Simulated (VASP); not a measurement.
# BN (F-43m) in VASP: a series of runs, part 2 of 2

VASP 6.6.1. The steps go on from the part before.

### Step 4. Single point, r2SCAN

This run uses another cell than the first one, of 5.88 Å³/atom, 1.064 times its volume.

Input file POSCAR:

```
BN
1.0
    0.0000000000      1.8048137555      1.8048137555
    1.8048137555      0.0000000000      1.8048137555
    1.8048137555      1.8048137555      0.0000000000
B N
1 1
Direct
    0.0000000000      0.0000000000      0.0000000000
    0.7500000000      0.7500000000      0.7500000000
```

Input file INCAR.step1:

```
  PREC = Accurate
  ENCUT = 520
  ISMEAR = 0
  SIGMA = 0.02
  LREAL = F
  LASPH = T
  NELM = 80
  NBANDS = 11
  GGA = PE
  ALGO = Normal
  EDIFF = 1E-4
  LWAVE = T
  LCHARG = F
```

Input file INCAR.step2:

```
  PREC = Accurate
  ENCUT = 520
  EDIFF = 1E-6
  ISMEAR = 0
  SIGMA = 0.02
  LREAL = F
  LASPH = T
  NELM = 80
  ALGO = Normal
  ISIF = 2
  LWAVE = F
  LCHARG = F
  METAGGA = R2SCAN
  LMIXTAU = T
  NBANDS = 11
  ISTART = 1
```

Input file KPOINTS:

```
regular mesh
0
Gamma
  12 12 12
```

Potentials or basis: VASP PAW PBE potentials, release 64 (B, N).

Launch:

```
cat potpaw_PBE.64/B/POTCAR potpaw_PBE.64/N/POTCAR > POTCAR
cp INCAR.step1 INCAR
mpirun -np 1 vasp_std > vasp.out
cp INCAR.step2 INCAR
mpirun -np 1 vasp_std > vasp.out
```

OUTCAR:

```text
PREC = Accurate
   ENCUT = 520
   EDIFF = 1E-6
   ISMEAR = 0
   LREAL = F
   LASPH = T
   NELM = 80
   ISIF = 2
   METAGGA = R2SCAN
   ISTART = 1

 ion  position               nearest neighbor table
   1  0.000  0.000  0.000-   2 1.56   2 1.56   2 1.56   2 1.56
   2  0.750  0.750  0.750-   1 1.56   1 1.56   1 1.56   1 1.56

  LATTYP: Found a face centered cubic cell.
 ALAT       =     3.6096275110

  Lattice vectors:

 A1 = (   0.0000000000,   1.8048137555,   1.8048137555)
 A2 = (   1.8048137555,   0.0000000000,   1.8048137555)
 A3 = (   1.8048137555,   1.8048137555,   0.0000000000)

Analysis of symmetry for initial positions (statically):
=====================================================================
 Subroutine PRICEL returns:
 Original cell was already a primitive cell.

 Routine SETGRP: Setting up the symmetry group for a
 face centered cubic supercell.

 Subroutine GETGRP returns: Found 24 space group operations
 (whereof 24 operations were pure point group operations)
 out of a pool of 48 trial point group operations.

The static configuration has the point symmetry T_d .

Analysis of symmetry for dynamics (positions and initial velocities):
=====================================================================
 Subroutine PRICEL returns:
 Original cell was already a primitive cell.

 Routine SETGRP: Setting up the symmetry group for a
 face centered cubic supercell.

 Subroutine GETGRP returns: Found 24 space group operations
 (whereof 24 operations were pure point group operations)
 out of a pool of 48 trial point group operations.

The dynamic configuration has the point symmetry T_d .

 Subroutine INISYM returns: Found 24 space group operations
 (whereof 24 operations are pure point group operations),
 and found     1 'primitive' translations

----------------------------------------------------------------------------------------

                                     Primitive cell

  volume of cell :      11.7578

  direct lattice vectors                    reciprocal lattice vectors
     0.000000000  1.804813755  1.804813755    -0.277036896  0.277036896  0.277036896
     1.804813755  0.000000000  1.804813755     0.277036896 -0.277036896  0.277036896
     1.804813755  1.804813755  0.000000000     0.277036896  0.277036896 -0.277036896

  length of vectors
     2.552392091  2.552392091  2.552392091     0.479841979  0.479841979  0.479841979

  position of ions in fractional coordinates (direct lattice)
     0.000000000  0.000000000  0.000000000
     0.750000000  0.750000000  0.750000000

  ion indices of the primitive-cell ions
   primitive index   ion index
                 1           1
                 2           2

----------------------------------------------------------------------------------------

 KPOINTS: regular mesh

Automatic generation of k-mesh.
 Grid dimensions read from file:
 generate k-points for:   12   12   12

 Generating k-lattice:

  Cartesian coordinates                     Fractional coordinates (reciprocal lattice)
    -0.023086408  0.023086408  0.023086408     0.083333333  0.000000000  0.000000000
     0.023086408 -0.023086408  0.023086408     0.000000000  0.083333333  0.000000000
     0.023086408  0.023086408 -0.023086408     0.000000000  0.000000000  0.083333333

  Length of vectors
     0.039986832  0.039986832  0.039986832

  Shift w.r.t. Gamma in fractional coordinates (k-lattice)
     0.000000000  0.000000000  0.000000000

 Subroutine IBZKPT returns following result:
 ===========================================

 Found     72 irreducible k-points:

 Following reciprocal coordinates:
            Coordinates               Weight
  0.000000  0.000000  0.000000      1.000000
  0.083333  0.000000  0.000000      8.000000
  0.166667  0.000000  0.000000      8.000000
  0.250000  0.000000  0.000000      8.000000
  0.333333  0.000000  0.000000      8.000000
  0.416667  0.000000  0.000000      8.000000
[... 16 lines left out ...]
  0.500000  0.166667  0.000000     24.000000
 -0.416667  0.166667  0.000000     24.000000
 [... further k-points ...]
   k-points           NKPTS =     72   k-points in BZ     NKDIM =     72   number of bands    NBANDS=     11
   number of dos      NEDOS =    301   number of ions     NIONS =      2
   total plane-waves  NPLWV =   8000
   dimension x,y,z NGX =    20 NGY =   20 NGZ =   20
   dimension x,y,z NGXF=    40 NGYF=   40 NGZF=   40
   ions per type =               1   1
   NGX,Y,Z   is equivalent  to a cutoff of  13.03, 13.03, 13.03 a.u.
   NGXF,Y,Z  is equivalent  to a cutoff of  26.05, 26.05, 26.05 a.u.
 SYSTEM =  unknown system
   PREC   = accura    normal or accurate (medium, high low for compatibility)
   ISTART =      1    job   : 0-new  1-cont  2-samecut
   ICHARG =      0    charge: 1-file 2-atom 10-const
   ISPIN  =      1    spin polarized calculation?
   LNONCOLLINEAR =      F non collinear calculations
   LSORBIT =      F    spin-orbit coupling
   LASPH  =      T    aspherical Exc in radial PAW
   ENCUT  =  520.0 eV  38.22 Ry    6.18 a.u.   4.75  4.75  4.75*2*pi/ulx,y,z
   NELM   =     80;   NELMIN=  2; NELMDL=  0     # of ELM steps
   EDIFF  = 0.1E-05   stopping-criterion for ELM
   LREAL  =      F    real-space projection
   EDIFFG = 0.1E-04   stopping-criterion for IOM
   NSW    =      0    number of steps for IOM
   IBRION =     -1    ionic relax: 0-MD 1-quasi-New 2-CG
   NFREE  =      0    steps in history (QN), initial steepest desc. (CG)
   ISIF   =      2    stress and relaxation
   ISYM   =      2    0-nonsym 1-usesym 2-fastsym
   POTIM  = 0.5000    time-step for ionic-motion
   TEBEG  =    0.0;   TEEND  =   0.0 temperature during run
   PSTRESS=    0.0 pullay stress
   NELECT =       8.0000    total number of electrons
   NUPDOWN=      -1.0000    fix difference up-down
   EMIN   =  10.00;   EMAX   =-10.00  energy-range for DOS
   EFERMI =   0.00;   METHOD = LEGACY
   ISMEAR =     0;   SIGMA  =   0.02  broadening in eV -4-tet -1-fermi 0-gaus
   EFERMI_NEDOS =   21; number of points for ismear=-14 and -15
   IALGO  =     38    algorithm
   IMIX   =      4    mixing-type and parameters
     AMIX     =   0.40;   BMIX     =  1.00
     AMIX_MAG =   1.60;   BMIX_MAG =  1.00
  volume/ion in A,a.u.               =       5.88        39.67
  Fermi-wavevector in a.u.,A,eV,Ry     =   1.439889  2.720996 28.208703  2.073281
  Thomas-Fermi vector in A             =   2.558695
   LORBIT       =      0    0 simple, 1 ext, 2 COOP (PROOUT), +10 PAW based schemes
   METAGGA = R2SCAN    functional components
   LHFCALC =     F    Hartree Fock is set to
   AEXX    =    0.0000 exact exchange contribution
   IVDW    =     0    specifies the selected vdW correction
   LEPSILON=     F    determine dielectric tensor
   LRPA    =     F    only Hartree local field effects (RPA)
 non-spin polarized calculation
 Gauss-broadening in eV      SIGMA  =   0.02
  energy-cutoff  :      520.00
  volume of cell :       11.76
 maximum number of plane-waves:       332
   NGX =  9   NGY =  9   NGZ =  9

 number of electron       7.9999999 magnetization

 Free energy of the ion-electron system (eV)
  ---------------------------------------------------
  ext. energy  EPLUGINS =         0.00000000
  ---------------------------------------------------
  free energy    TOTEN  =       -19.17156199 eV

  energy without entropy =      -19.17156199  energy(sigma->0) =      -19.17156199

 E-fermi :   7.5473     XC(G=0): -13.6700

 val. band max:        7.2974272073   @ k =   0.0000   0.0000   0.0000
 cond. band min:      12.2790759866   @ k =   0.5000   0.5000   0.0000
 fundamental gap:      4.9816487793
 Fermi energy:         7.5472792359

 k-point     1 :       0.0000    0.0000    0.0000
  band No.  band energies     occupation
      1     -14.0457      2.00000
      2       7.2974      2.00000
      3       7.2974      2.00000
      4       7.2974      2.00000
      5      16.8456      0.00000
      6      16.8456      0.00000
      7      16.8456      0.00000
      8      18.4365      0.00000
      9      33.5180      0.00000
     10      36.0960      0.00000
     11      36.0960      0.00000
[... 309 lines left out ...]
 k-point    24 :      -0.4167    0.1667    0.0000
  band No.  band energies     occupation
      1      -9.3495      2.00000
      2      -3.1105      2.00000
      3       2.9832      2.00000
      4       4.6210      2.00000
      5      17.3253      0.00000
      6      20.3700      0.00000
      7      20.4396      0.00000
      8      24.1774      0.00000
      9      29.7138      0.00000
     10      33.9271      0.00000
     11      35.6312      0.00000

 [... further k-points ...]

------------------------ aborting loop because EDIFF is reached ----------------------------------------

  FORCE on cell =-STRESS in cart. coord.  units (eV):
  Direction    XX          YY          ZZ          XY          YZ          ZX
  --------------------------------------------------------------------------------------
  -------------------------------------------------------------------------------------
  Total        0.0846089      0.0846089      0.0846089     -0.0000000     -0.0000000     -0.0000000
  in kB       11.5292026     11.5292026     11.5292026     -0.0000000     -0.0000000     -0.0000000
  external PRESSURE =      11.5292026 kB  Pullay stress =       0.0000000 kB

 VOLUME and BASIS-vectors are now :
 -----------------------------------------------------------------------------
  energy-cutoff  :      520.00
  volume of cell :       11.76
      direct lattice vectors                 reciprocal lattice vectors
     0.000000000  1.804813755  1.804813755    -0.277036896  0.277036896  0.277036896
     1.804813755  0.000000000  1.804813755     0.277036896 -0.277036896  0.277036896
     1.804813755  1.804813755  0.000000000     0.277036896  0.277036896 -0.277036896

 POSITION                                       TOTAL-FORCE (eV/Angst)
 -----------------------------------------------------------------------------------
      0.00000      0.00000      0.00000         0.000000      0.000000     -0.000000
      2.70722      2.70722      2.70722        -0.000000     -0.000000      0.000000
 -----------------------------------------------------------------------------------
    total drift:                               -0.000000     -0.000000     -0.000000

  FREE ENERGIE OF THE ION-ELECTRON SYSTEM (eV)
  ---------------------------------------------------
  free  energy   TOTEN  =       -19.1715619888 eV

  energy  without entropy=      -19.1715619888  energy(sigma->0) =      -19.17156199
```

OUTCAR.step1:

```text
PREC = Accurate
   ENCUT = 520
   ISMEAR = 0
   LREAL = F
   LASPH = T
[... 556 lines left out ...]
 -----------------------------------------------------------------------------------
      0.00000      0.00000      0.00000         0.000000      0.000000      0.000000
      2.70722      2.70722      2.70722        -0.000000     -0.000000     -0.000000
 -----------------------------------------------------------------------------------
    total drift:                                0.000000      0.000000     -0.000000

  FREE ENERGIE OF THE ION-ELECTRON SYSTEM (eV)
  ---------------------------------------------------
  free  energy   TOTEN  =       -17.4483338208 eV

  energy  without entropy=      -17.4483338208  energy(sigma->0) =      -17.44833382
```

OSZICAR.step1:

```text
N       E                     dE             d eps       ncg     rms          rms(c)
DAV:   1     0.100468905677E+02    0.10047E+02   -0.52372E+03  1616   0.739E+02
DAV:   2    -0.179307094123E+02   -0.27978E+02   -0.27271E+02  1865   0.164E+02
DAV:   3    -0.184198705745E+02   -0.48916E+00   -0.48851E+00  1866   0.188E+01
DAV:   4    -0.184204082057E+02   -0.53763E-03   -0.53762E-03  1689   0.709E-01
DAV:   5    -0.184204086917E+02   -0.48595E-06   -0.48595E-06  1671   0.208E-02    0.673E+00
DAV:   6    -0.175359512445E+02    0.88446E+00   -0.29276E+00  1665   0.991E+00    0.328E+00
DAV:   7    -0.174625177399E+02    0.73434E-01   -0.10603E-01  1767   0.268E+00    0.193E+00
DAV:   8    -0.174480659582E+02    0.14452E-01   -0.35745E-02  1766   0.138E+00    0.195E-01
DAV:   9    -0.174482473415E+02   -0.18138E-03   -0.95786E-04  1659   0.259E-01    0.840E-02
DAV:  10    -0.174483338208E+02   -0.86479E-04   -0.12132E-04  1739   0.940E-02
   1 F= -.17448334E+02 E0= -.17448334E+02  d E =-.194006E-15
```

It took 37 s on 1 thread of Intel Xeon Platinum 8375C at 2.90GHz (Ice Lake), shared host; peak memory 0.12 GiB.

What came out:

```yaml
Free_energy: -19.1716 eV
Pressure: 1.2 GPa
Band_gap_on_the_k_mesh: 4.98 eV, indirect (least direct gap 9.55 eV)
```

Levels at points of the mesh, in eV from the valence-band top:
| k point | band 1 | band 2 | band 3 | band 4 | band 5 | band 6 | band 7 | band 8 | band 9 |
| --- | --- | --- | --- | --- | --- | --- | --- | --- | --- |
| (0.00, 0.00, 0.00) | -21.34 | 0.00 | 0.00 | 0.00 | 9.55 | 9.55 | 9.55 | 11.14 | 26.22 |
| (0.50, 0.00, 0.00) | -17.03 | -11.13 | -2.02 | -2.02 | 10.85 | 11.49 | 11.49 | 16.45 | 24.94 |
| (0.50, 0.50, 0.00) | -15.60 | -9.35 | -5.12 | -5.12 | 4.98 | 9.84 | 19.33 | 19.33 | 22.27 |

Caveat: the PAW data sets were made with another functional, which shifts forces and pressure a little.

### Step 5. Overview

| cell | gap on the mesh (eV) | pressure (GPa) |
| --- | --- | --- |
| a = 2.500 Å, angles 60.0°, 2 atoms | 5.05 | 28.5 |
| a = 2.527 Å, angles 60.0°, 2 atoms | 5.02 | 13.9 |
| a = 2.552 Å, angles 60.0°, 2 atoms | 4.98 | 1.2 |

Alike in all rows: task single point; level r2SCAN; potentials or basis VASP PAW PBE potentials, release 64 (B, N); no spin polarisation; k mesh 12 × 12 × 12; cutoff (eV) 520; smearing gaussian 0.02 eV.

Caveats: the PAW data sets were made with another functional, which shifts forces and pressure a little.

Absolute energies hang on the potentials; compare differences alone.
